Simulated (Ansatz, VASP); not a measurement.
# Two plane-wave programs on As

INCAR

```
SYSTEM = As
PREC     = Accurate       ! precision mode
ENCUT    = 520            ! plane-wave cutoff, eV
EDIFF    = 1E-7           ! SCF threshold, eV
ISMEAR   = 0              ! smearing method
SIGMA    = 0.02           ! smearing width, eV
LREAL    = .False.        ! projectors in reciprocal space
LASPH    = .True.         ! aspherical terms in the spheres
NELM     = 80             ! most SCF steps
ALGO     = Normal         ! electronic algorithm
ISIF     = 2              ! what is computed and relaxed
LWAVE    = .False.        ! write WAVECAR
LCHARG   = .False.        ! write CHGCAR
LDIPOL   = .True.       
IDIPOL   = 3            
DIPOL    = 0.5 0.5 0.500
GGA      = PE             ! functional
IVDW     = 12             ! dispersion correction
NBANDS   = 12             ! bands
```

The input KPOINTS:

```
Automatic mesh
0
Gamma
  9 9 1
  0 0 0
```

The input POSCAR:

```
As
1.0
    3.7500000000      0.0000000000      0.0000000000
   -1.8750000000      3.2475952642      0.0000000000
    0.0000000000      0.0000000000     28.5742413766
As
2
Direct
    0.3333333333      0.6666666667      0.4790370638
    0.6666666667      0.3333333333      0.5209629362
```

Input for Ansatz:

```yaml
crystal:
  lattice:
    - [3.75, 0.0, 0.0]
    - [-1.875, 3.2475952642, 0.0]
    - [0.0, 0.0, 28.5742413766]
  atoms:
    - { symbol: As, position: [0.3333333333, 0.6666666667, 0.4790370638] }
    - { symbol: As, position: [0.6666666667, 0.3333333333, 0.5209629362] }
  periodic: [true, true, false]
basis:
  ecutwfc: 420
kpoints:
  mp_grid: { grid: [9, 9, 1] }
hamiltonian:
  xc: pbe
  dispersion: d3bj
scf:
  occupations: { method: gaussian, width: 0.02 }
output:
  forces: true
  stress: true
  eigenvalues: true
```

Alike in both runs: task single point; functional PBE; dispersion D3(BJ); k mesh 9 × 9 × 1; occupations gaussian, width 0.02 eV; no spin polarisation.

```csv
,VASP,Ansatz
version,VASP 6.6.1,Ansatz 0.2.0
potentials or method,"VASP PAW PBE potentials, release 64 (As), cutoff 520 eV","scalar-relativistic, plane waves, PAW"
valence electrons in the cell,10,30
```

|  | VASP | Ansatz | Ansatz less VASP |
| --- | --- | --- | --- |
| gap on the k mesh at the Fermi level (eV) | 0.36 | 0.42 | +0.060 |
| least direct gap on the mesh (eV) | 0.39 | 0.45 | +0.059 |
| rms of the force components (eV/Å) | 1.119 | 1.061 | -0.0580 |

Atom by atom the forces differ by 0.058 eV/Å (rms over components). VASP's potentials hold 10 valence electrons a cell and Ansatz's 30, so a difference there can come from the potentials and not from the codes.
